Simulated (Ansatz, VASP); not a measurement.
PbSe: VASP beside Ansatz

The input INCAR:

```
PREC     = Accurate       # precision mode
ENCUT    = 600            # plane-wave cutoff, eV
EDIFF    = 1E-7           # SCF threshold, eV
ISMEAR   = 0              # smearing method
SIGMA    = 0.01           # smearing width, eV
LREAL    = F              # projectors in reciprocal space
LASPH    = T              # aspherical terms in the spheres
NELM     = 80             # most SCF steps
ALGO     = Normal         # electronic algorithm
ISIF     = 3              # what is computed and relaxed
LWAVE    = F              # write WAVECAR
LCHARG   = F              # write CHGCAR
GGA      = PS             # functional
IBRION   = 2              # ionic algorithm
NSW      = 100            # ionic steps
EDIFFG   = -0.002         # ionic threshold
```

The input KPOINTS:

```
regular mesh
0
Gamma
  12 12 12
```

File POSCAR:

```
PbSe
1.0
    0.0000000000      3.0620000000      3.0620000000
    3.0620000000      0.0000000000      3.0620000000
    3.0620000000      3.0620000000      0.0000000000
Pb Se
1 1
Direct
    0.0000000000      0.0000000000      0.0000000000
    0.5000000000      0.5000000000      0.5000000000
```

Input for Ansatz:

```yaml
crystal:
  lattice:
    - [0.0, 3.062, 3.062]
    - [3.062, 0.0, 3.062]
    - [3.062, 3.062, 0.0]
  atoms:
    - { symbol: Pb, position: [0.0, 0.0, 0.0] }
    - { symbol: Se, position: [0.5, 0.5, 0.5] }
basis:
  ecutwfc: 420
kpoints:
  mp_grid: { grid: [12, 12, 12] }
hamiltonian:
  xc: pbesol
  pseudopotentials: { kind: paw, azcp: { folder: soft_1 } }
scf:
  occupations: { method: gaussian, width: 0.01 }
output:
  forces: true
  stress: true
  eigenvalues: true
relax:
  adjacent_minimum: "off"
  f_tol: 0.002
  max_steps: 80
  cell: { stress_tol: 0.02 }
```

Alike in both runs: task relaxation of cell and atoms; functional PBEsol; k mesh 12 × 12 × 12; occupations gaussian, width 0.01 eV; no spin polarisation.

|  | VASP | Ansatz |
| --- | --- | --- |
| version | VASP 6.6.1 | Ansatz 0.2.0 |
| potentials or method | VASP PAW PBE potentials, release 64 (Pb_d, Se), cutoff 600 eV | scalar-relativistic, plane waves, PAW |
| valence electrons in the cell | 20 | 30 |

VASP gave:

* gap on the k mesh at the Fermi level, each at its own relaxed structure (eV): 0.17
* relaxed volume (Å³/atom): 28.44
* relaxed cell length with the largest relative difference (Å): 4.317

Problem. What did Ansatz give for the same quantities?

Solution. gap on the k mesh at the Fermi level, each at its own relaxed structure (eV): 0.18; relaxed volume (Å³/atom): 28.42; relaxed cell length with the largest relative difference (Å): 4.316.

VASP's potentials were made for PBE, not for PBEsol, and Ansatz warns of the same on its side. VASP's potentials hold 20 valence electrons a cell and Ansatz's 30, so a difference there can come from the potentials and not from the codes.

Spin-orbit coupling is off throughout.
